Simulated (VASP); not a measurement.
Input of a VASP 6.6.1 run:

The input INCAR:

```
  ALGO = Fast
  EDIFF = 1E-7
  ENCUT = 520
  GGA = PS
  ISIF = 2
  ISMEAR = 0
  LASPH = T
  LCHARG = F
  LREAL = F
  LWAVE = F
  NBANDS = 11
  NELM = 80
  PREC = Accurate
  SIGMA = 0.15
```

Contents of KPOINTS:

```
k-points
0
Gamma
  14 14 14
```

POSCAR

```
Ba
1.0
   -0.3783544101      2.7763516219      2.7763516219
    2.7763516219     -0.3783544101      2.7763516219
    2.7763516219      2.7763516219     -0.3783544101
Ba
1
Direct
    0.0000000000      0.0000000000      0.0000000000
```

Potentials or basis: VASP PAW PBE potentials, release 64 (Ba_sv).

Command:

```sh
$ cat potpaw_PBE.64/Ba_sv/POTCAR > POTCAR
$ mpirun -np 1 vasp_std > vasp.out
```

Q: Estimate the pressure.

A: 1.5 GPa.

Q: What does it give for the band gap on the k mesh?

A: Zero (bands 5 and 6 overlap by 0.67 eV).

Stress tensor (GPa, compression positive):
```
1.53 1.11 1.11
1.11 1.53 1.11
1.11 1.11 1.53
```

Caveat: the PAW data sets were made with another functional, which shifts forces and pressure a little; spin-orbit coupling is left out, which moves the levels of the heavy elements.
